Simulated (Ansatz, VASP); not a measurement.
One calculation of Ga2As, two programs

```
CELL_PARAMETERS angstrom
-2.44247 2.44247 2.85964
2.44247 -2.44247 2.85964
2.44247 2.44247 -2.85964
ATOMIC_POSITIONS crystal
Ga 0.75000 0.25000 0.50000
Ga 0.25000 0.75000 0.50000
As 0.50000 0.50000 0.00000
```

Alike in both runs: functional PBE; k mesh 14 × 14 × 14; occupations gaussian, width 0.1 eV; no spin polarisation.

Ansatz relaxed the structure, and its values are those at the end. VASP's run is a single point on that final structure, the one shown.

```csv
,VASP,Ansatz
version,VASP 6.6.1,Ansatz 0.2.0
potentials or method,"VASP PAW PBE potentials, release 64 (Ga_d, As), cutoff 520 eV","scalar-relativistic, plane waves, PAW"
valence electrons in the cell,31,41
```

Ansatz gave:

- gap on the k mesh at the Fermi level (eV): none
- pressure (GPa): 0.0

Question: Estimate VASP's values.

Answer: gap on the k mesh at the Fermi level (eV): none; pressure (GPa): 0.1.

A gap of «none» marks a metal or a gap that the smearing closes. With one functional, cell and mesh, what is left measures potentials, basis and numerics. VASP's potentials hold 31 valence electrons a cell and Ansatz's 41, so a difference there can come from the potentials and not from the codes.
